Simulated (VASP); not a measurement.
# Li2Se (Fm-3m) in VASP: electric field gradients with r2SCAN

Aim: the electric field gradients of Li2Se with r2SCAN.

Everything below comes from runs of VASP 6.6.1. Logs are shortened: lines on timing, memory, paths and dates and some standing lists are left out, and cuts for length are marked.

**1. The cell of the first run**

Symmetry: Fm-3m, No. 225, cubic system. The conventional cell has a = 5.952 Å, b = 5.952 Å, c = 5.952 Å, α = 90.00°, β = 90.00°, γ = 90.00°. Li (site symmetry -43m) has 4 Se at 2.58 Å and 6 Li at 2.98 Å within 3.4 Å. Within 3.4 Å of Se (site symmetry m-3m) lie 8 Li at 2.58 Å.

**2. Electric field gradients, r2SCAN**

Contents of POSCAR:

```
Li2Se
1.0
    0.0000000000      2.9760442648      2.9760442648
    2.9760442648      0.0000000000      2.9760442648
    2.9760442648      2.9760442648      0.0000000000
Li Se
2 1
Direct
    0.7500000000      0.7500000000      0.7500000000
    0.2500000000      0.2500000000      0.2500000000
    0.0000000000      0.0000000000      0.0000000000
```

Contents of INCAR.step1:

```
ALGO = Normal ; EDIFF = 1E-5
ENCUT = 720 ; GGA = PE
GGA_COMPAT = F ; ISMEAR = -1
LASPH = T ; LCHARG = F
LREAL = F ; LWAVE = T
NBANDS = 13 ; NELM = 120
PREC = Accurate ; SIGMA = 0.03
```

Contents of INCAR.step2:

```
ALGO = Normal ; EDIFF = 1E-8
ENCUT = 720 ; GGA_COMPAT = F
ISIF = 2 ; ISMEAR = -1
ISTART = 1 ; LASPH = T
LCHARG = F ; LEFG = T
LMIXTAU = T ; LREAL = F
LWAVE = F ; METAGGA = R2SCAN
NBANDS = 13 ; NELM = 120
PREC = Accurate ; SIGMA = 0.03
```

Contents of KPOINTS:

```
k-points
0
Gamma
  7 7 7
```

Potentials or basis: VASP PAW PBE potentials, release 64 (Li_sv, Se).

Started as:

```bash
cat potpaw_PBE.64/Li_sv/POTCAR potpaw_PBE.64/Se/POTCAR > POTCAR
cp INCAR.step1 INCAR
mpirun -np 1 vasp_std > vasp.out
cp INCAR.step2 INCAR
mpirun -np 1 vasp_std > vasp.out
```

OUTCAR:

```text
EDIFF = 1E-8
   ENCUT = 720
   ISIF = 2
   ISMEAR = -1
   ISTART = 1
   LASPH = T
   LREAL = F
   METAGGA = R2SCAN
   NELM = 120
   PREC = Accurate

 ion  position               nearest neighbor table
   1  0.750  0.750  0.750-   3 2.58   3 2.58   3 2.58   3 2.58
   2  0.250  0.250  0.250-   3 2.58   3 2.58   3 2.58   3 2.58
   3  0.000  0.000  0.000-   1 2.58   1 2.58   1 2.58   1 2.58   2 2.58   2 2.58   2 2.58   2 2.58

  LATTYP: Found a face centered cubic cell.
 ALAT       =     5.9520885296

  Lattice vectors:

 A1 = (   0.0000000000,   2.9760442648,   2.9760442648)
 A2 = (   2.9760442648,   0.0000000000,   2.9760442648)
 A3 = (   2.9760442648,   2.9760442648,   0.0000000000)

Analysis of symmetry for initial positions (statically):
=====================================================================
 Subroutine PRICEL returns:
 Original cell was already a primitive cell.

 Routine SETGRP: Setting up the symmetry group for a
 face centered cubic supercell.

 Subroutine GETGRP returns: Found 48 space group operations
 (whereof 48 operations were pure point group operations)
 out of a pool of 48 trial point group operations.

The static configuration has the point symmetry O_h .

Analysis of symmetry for dynamics (positions and initial velocities):
=====================================================================
 Subroutine PRICEL returns:
 Original cell was already a primitive cell.

 Routine SETGRP: Setting up the symmetry group for a
 face centered cubic supercell.

 Subroutine GETGRP returns: Found 48 space group operations
 (whereof 48 operations were pure point group operations)
 out of a pool of 48 trial point group operations.

The dynamic configuration has the point symmetry O_h .

 Subroutine INISYM returns: Found 48 space group operations
 (whereof 48 operations are pure point group operations),
 and found     1 'primitive' translations

----------------------------------------------------------------------------------------

                                     Primitive cell

  volume of cell :      52.7167

  direct lattice vectors                    reciprocal lattice vectors
     0.000000000  2.976044265  2.976044265    -0.168008254  0.168008254  0.168008254
     2.976044265  0.000000000  2.976044265     0.168008254 -0.168008254  0.168008254
     2.976044265  2.976044265  0.000000000     0.168008254  0.168008254 -0.168008254

  length of vectors
     4.208762162  4.208762162  4.208762162     0.290998832  0.290998832  0.290998832

  position of ions in fractional coordinates (direct lattice)
     0.750000000  0.750000000  0.750000000
     0.250000000  0.250000000  0.250000000
     0.000000000  0.000000000  0.000000000

  ion indices of the primitive-cell ions
   primitive index   ion index
                 1           1
                 2           2
                 3           3

----------------------------------------------------------------------------------------

 KPOINTS: k-points

Automatic generation of k-mesh.
 Grid dimensions read from file:
 generate k-points for:    7    7    7

 Generating k-lattice:

  Cartesian coordinates                     Fractional coordinates (reciprocal lattice)
    -0.024001179  0.024001179  0.024001179     0.142857143  0.000000000  0.000000000
     0.024001179 -0.024001179  0.024001179     0.000000000  0.142857143  0.000000000
     0.024001179  0.024001179 -0.024001179     0.000000000  0.000000000  0.142857143

  Length of vectors
     0.041571262  0.041571262  0.041571262

  Shift w.r.t. Gamma in fractional coordinates (k-lattice)
     0.000000000  0.000000000  0.000000000

 Subroutine IBZKPT returns following result:
 ===========================================

 Found     20 irreducible k-points:

[... 33 lines left out ...]
   ICHARG =      0    charge: 1-file 2-atom 10-const
   ISPIN  =      1    spin polarized calculation?
   LNONCOLLINEAR =      F non collinear calculations
   LSORBIT =      F    spin-orbit coupling
   LASPH  =      T    aspherical Exc in radial PAW
   ENCUT  =  720.0 eV  52.92 Ry    7.27 a.u.   9.21  9.21  9.21*2*pi/ulx,y,z
   NELM   =    120;   NELMIN=  2; NELMDL=  0     # of ELM steps
   EDIFF  = 0.1E-07   stopping-criterion for ELM
   LREAL  =      F    real-space projection
   EDIFFG = 0.1E-06   stopping-criterion for IOM
   NSW    =      0    number of steps for IOM
   IBRION =     -1    ionic relax: 0-MD 1-quasi-New 2-CG
   NFREE  =      0    steps in history (QN), initial steepest desc. (CG)
   ISIF   =      2    stress and relaxation
   ISYM   =      2    0-nonsym 1-usesym 2-fastsym
   POTIM  = 0.5000    time-step for ionic-motion
   TEBEG  =    0.0;   TEEND  =   0.0 temperature during run
   PSTRESS=    0.0 pullay stress
   NELECT =      12.0000    total number of electrons
   NUPDOWN=      -1.0000    fix difference up-down
   EMIN   =  10.00;   EMAX   =-10.00  energy-range for DOS
   EFERMI =   0.00;   METHOD = LEGACY
   ISMEAR =    -1;   SIGMA  =   0.03  broadening in eV -4-tet -1-fermi 0-gaus
   EFERMI_NEDOS =   21; number of points for ismear=-14 and -15
   IALGO  =     38    algorithm
   IMIX   =      4    mixing-type and parameters
     AMIX     =   0.40;   BMIX     =  1.00
     AMIX_MAG =   1.60;   BMIX_MAG =  1.00
  volume/ion in A,a.u.               =      17.57       118.58
  Fermi-wavevector in a.u.,A,eV,Ry     =   0.999584  1.888939 13.594502  0.999168
  Thomas-Fermi vector in A             =   2.131884
   LORBIT       =      0    0 simple, 1 ext, 2 COOP (PROOUT), +10 PAW based schemes
   METAGGA = R2SCAN    functional components
   LHFCALC =     F    Hartree Fock is set to
   AEXX    =    0.0000 exact exchange contribution
   IVDW    =     0    specifies the selected vdW correction
   LEPSILON=     F    determine dielectric tensor
   LRPA    =     F    only Hartree local field effects (RPA)
 non-spin polarized calculation
  energy-cutoff  :      720.00
  volume of cell :       52.72
 maximum number of plane-waves:      2325
 NGX is ok and might be reduce to    40
   NGX = 19   NGY = 19   NGZ = 19

 number of electron      12.0000000 magnetization

 Free energy of the ion-electron system (eV)
  ---------------------------------------------------
  ext. energy  EPLUGINS =         0.00000000
  ---------------------------------------------------
  free energy    TOTEN  =       -23.43863856 eV

  energy without entropy =      -23.43863856  energy(sigma->0) =      -23.43863856

 E-fermi :   1.5073     XC(G=0):  -8.7242

 val. band max:        0.8539603548   @ k =   0.0000   0.0000   0.0000
 cond. band min:       4.4426499944   @ k =   0.4286   0.4286   0.0000
 fundamental gap:      3.5886896397
 Fermi energy:         1.5073342077

 k-point     1 :       0.0000    0.0000    0.0000
  band No.  band energies     occupation
      1     -45.2635      2.00000
      2     -45.2378      2.00000
      3     -10.9874      2.00000
      4       0.8540      2.00000
      5       0.8540      2.00000
      6       0.8540      2.00000
      7       5.1132      0.00000
      8       7.1745      0.00000
      9       7.1745      0.00000
     10       7.1745      0.00000
     11      12.1135      0.00000
     12      12.1135      0.00000
     13      12.8602      0.00000
[... 290 lines left out ...]
  band No.  band energies     occupation
      1     -45.2505      2.00000
      2     -45.2495      2.00000
      3     -10.4726      2.00000
      4      -1.3050      2.00000
      5      -1.1312      2.00000
      6      -0.5626      2.00000
      7       6.2658      0.00000
      8       8.3523      0.00000
      9       9.7249      0.00000
     10      10.3228      0.00000
     11      12.0948      0.00000
     12      12.3691      0.00000
     13      14.9073      0.00000

------------------------ aborting loop because EDIFF is reached ----------------------------------------

  FORCE on cell =-STRESS in cart. coord.  units (eV):
  Direction    XX          YY          ZZ          XY          YZ          ZX
  --------------------------------------------------------------------------------------
  -------------------------------------------------------------------------------------
  Total        0.1493887      0.1493887      0.1493887     -0.0000000     -0.0000000      0.0000000
  in kB        4.5402531      4.5402531      4.5402531     -0.0000000     -0.0000000      0.0000000
  external PRESSURE =       4.5402531 kB  Pullay stress =       0.0000000 kB

 VOLUME and BASIS-vectors are now :
 -----------------------------------------------------------------------------
  energy-cutoff  :      720.00
  volume of cell :       52.72
      direct lattice vectors                 reciprocal lattice vectors
     0.000000000  2.976044265  2.976044265    -0.168008254  0.168008254  0.168008254
     2.976044265  0.000000000  2.976044265     0.168008254 -0.168008254  0.168008254
     2.976044265  2.976044265  0.000000000     0.168008254  0.168008254 -0.168008254

 POSITION                                       TOTAL-FORCE (eV/Angst)
 -----------------------------------------------------------------------------------
      4.46407      4.46407      4.46407        -0.000000     -0.000000     -0.000000
      1.48802      1.48802      1.48802         0.000000      0.000000      0.000000
      0.00000      0.00000      0.00000        -0.000000     -0.000000      0.000000
 -----------------------------------------------------------------------------------
    total drift:                                0.000000     -0.000000      0.000000

  FREE ENERGIE OF THE ION-ELECTRON SYSTEM (eV)
  ---------------------------------------------------
  free  energy   TOTEN  =       -23.4386385575 eV

  energy  without entropy=      -23.4386385575  energy(sigma->0) =      -23.43863856

 Electric field gradients (V/A^2)
---------------------------------------------------------------------
 ion       V_xx      V_yy      V_zz      V_xy      V_xz      V_yz
---------------------------------------------------------------------
   1       0.000     0.000    -0.000    -0.002    -0.002    -0.002
   2       0.000     0.000    -0.000    -0.002    -0.002    -0.002
   3      -0.000    -0.000    -0.000    -0.000    -0.000    -0.000
---------------------------------------------------------------------

 Electric field gradients after diagonalization (V/A^2)
 (convention: |V_zz| > |V_xx| > |V_yy|)
----------------------------------------------------------------------
 ion       V_xx      V_yy      V_zz     asymmetry (V_yy - V_xx)/ V_zz
----------------------------------------------------------------------
   1       0.002     0.002    -0.004       0.000
   2       0.002     0.002    -0.004       0.000
   3       0.000     0.000    -0.000       0.000
----------------------------------------------------------------------

           NMR quadrupolar parameters

 Cq : quadrupolar parameter    Cq=e*Q*V_zz/h
 eta: asymmetry parameters     (V_yy - V_xx)/ V_zz
 Q  : nuclear electric quadrupole moment in mb (millibarn)
----------------------------------------------------------------------
 ion       Cq(MHz)       eta       Q (mb)
----------------------------------------------------------------------
   1      -0.000       0.000       1.000
   2      -0.000       0.000       1.000
   3      -0.000       0.000       1.000
----------------------------------------------------------------------
```

It took 5.4 min on 1 thread of AMD EPYC 7R43 (Zen 3), shared host; peak memory 0.23 GiB.

What came out:

* Free energy: -23.4386 eV
* Pressure: 0.5 GPa
* Band gap on the k mesh: 3.59 eV, indirect (least direct gap 4.26 eV)

Caveat: without QUAD_EFG the Cq values of the log hold for a quadrupole moment of 1 mb, not for the nuclei; the PAW data sets were made with another functional, which shifts forces and pressure a little. r2SCAN opens gaps a little over a GGA but as a rule still falls short of measured ones.
